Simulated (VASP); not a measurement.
A run of VASP 6.6.1 is set up as follows.

File INCAR:

```
SYSTEM = TlSnBr5
PREC = Accurate
ENCUT = 520
EDIFF = 1E-7
ISMEAR = -1
SIGMA = 0.03
LREAL = .FALSE.
LASPH = .TRUE.
NELM = 80
ALGO = Normal
ISIF = 2
LWAVE = .FALSE.
LCHARG = .FALSE.
GGA = PS
NBANDS = 40
```

KPOINTS

```
Automatic mesh
0
G
  6 6 6
  0 0 0
```

File POSCAR:

```
TlSnBr5
1.0
   -2.6896078491      4.3681581362      5.5203203878
    2.6896078491     -4.3681581362      5.5203203878
    2.6896078491      4.3681581362     -5.5203203878
Tl Sn Br
1 1 5
Direct
    0.5000000000      0.5000000000      0.0000000000
    0.0000000000      0.0000000000      0.0000000000
    0.8203664029      0.5000000000      0.3203664029
    0.1796335971      0.5000000000      0.6796335971
    0.2452958833      0.2452958833      0.0000000000
    0.7547041167      0.7547041167      0.0000000000
    0.5000000000      0.0000000000      0.5000000000
```

Potentials or basis: VASP PAW PBE potentials, release 64 (Tl_d, Sn_d, Br).

Command:

```console
$ cat potpaw_PBE.64/Tl_d/POTCAR potpaw_PBE.64/Sn_d/POTCAR potpaw_PBE.64/Br/POTCAR > POTCAR
$ mpirun -np 1 vasp_std > vasp.out
```

(1) Estimate the largest force.

(2) Predict the pressure.

(3) Estimate the band gap on the k mesh.

Results:

(1) 0.006 eV/Å.

(2) 0.0 GPa.

(3) zero (bands 31 and 32 overlap by 0.66 eV).

Caveat: the PAW data sets were made with another functional, which shifts forces and pressure a little; spin-orbit coupling is left out, which moves the levels of the heavy elements.
